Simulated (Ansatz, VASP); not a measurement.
Mg in VASP and in Ansatz

```xyz
4
Lattice="2.2935 2.3107 0.0006 2.2188 -2.2414 4.4962 2.2228 -2.2402 -4.4966" Properties=species:S:1:pos:R:3 pbc="T T T"
Mg   -0.0003   -0.0005    0.0000
Mg    4.4789   -2.2056   -2.2480
Mg    2.2583    0.0353   -2.2483
Mg    2.2211   -2.2403   -0.0002
```

Change from the starting cell: cell x4, atoms moved at random (sigma 0.1 Å) and cell strained at random (1.5 %), then relaxed without symmetry.

Alike in both runs: functional PBE; k mesh 6 × 4 × 4; occupations gaussian, width 0.2 eV; no spin polarisation.

Ansatz relaxed the structure, and its values are those at the end. VASP's run is a single point on that final structure, the one shown.

|  | VASP | Ansatz |
| --- | --- | --- |
| version | VASP 6.6.1 | Ansatz 0.2.0 |
| potentials or method | VASP PAW PBE potentials, release 64 (Mg), cutoff 520 eV | scalar-relativistic, plane waves, PAW |
| valence electrons in the cell | 8 | 40 |

Ansatz gave:

| Property | Result |
| --- | --- |
| gap on the k mesh at the Fermi level (eV) | none |
| pressure (GPa) | 0.0 |

Task: What did VASP give for the same quantities?

Result: gap on the k mesh at the Fermi level (eV): none; pressure (GPa): -0.1.

A gap of «none» marks a metal or a gap that the smearing closes. The functional is the same, so the differences come from potentials, cutoffs and numerics. VASP's potentials hold 8 valence electrons a cell and Ansatz's 40, so a difference there can come from the potentials and not from the codes.
